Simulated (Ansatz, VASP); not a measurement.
**InAs in VASP and in Ansatz**

The input INCAR:

```
ALGO = Normal
EDIFF = 1E-6
ENCUT = 500
GGA = CA
GGA_COMPAT = False
ISIF = 2
ISMEAR = 0
LASPH = True
LCHARG = False
LREAL = False
LWAVE = False
NBANDS = 16
NELM = 120
PREC = Accurate
SIGMA = 0.02
```

The input KPOINTS:

```
k-points
0
Gamma
  12 12 12
```

POSCAR

```
InAs
1.0
    0.0000000000      3.0786645648      3.0786645648
    3.0786645648      0.0000000000      3.0786645648
    3.0786645648      3.0786645648      0.0000000000
In As
1 1
Direct
    0.0000000000      0.0000000000      0.0000000000
    0.2500000000      0.2500000000      0.2500000000
```

Input for Ansatz:

```yaml
crystal:
  lattice:
    - [0.0, 3.0786645648, 3.0786645648]
    - [3.0786645648, 0.0, 3.0786645648]
    - [3.0786645648, 3.0786645648, 0.0]
  atoms:
    - { symbol: In, position: [0.0, 0.0, 0.0] }
    - { symbol: As, position: [0.25, 0.25, 0.25] }
scf:
  occupations: { method: gaussian, width: 0.02 }
output:
  forces: true
  stress: true
  eigenvalues: true
  write_density: true
  write_potential: true
  elf: true
  volumetric_format: npy
hamiltonian:
  xc: lda
basis:
  ecutwfc: 500
kpoints:
  mp_grid: { grid: [12, 12, 12] }
```

Alike in both runs: task single point; functional LDA; k mesh 12 × 12 × 12; occupations gaussian, width 0.02 eV; no spin polarisation.

```csv
,VASP,Ansatz
version,VASP 6.6.1,Ansatz 0.2.0
potentials or method,"VASP PAW LDA potentials, release 64 (In_d, As), cutoff 500 eV","scalar-relativistic, plane waves, PAW"
valence electrons in the cell,18,28
```

Ansatz gave:

```
gap on the k mesh at the Fermi level (eV) : none
pressure (GPa)                            : -3.3
```

Problem. Estimate VASP's values.

Solution. gap on the k mesh at the Fermi level (eV): none; pressure (GPa): -3.2.

LDA's correlation is that of Perdew and Zunger in VASP and of Perdew and Wang (1992) in Ansatz. A gap of «none» marks a metal or a gap that the smearing closes. VASP's potentials hold 18 valence electrons a cell and Ansatz's 28, so a difference there can come from the potentials and not from the codes.
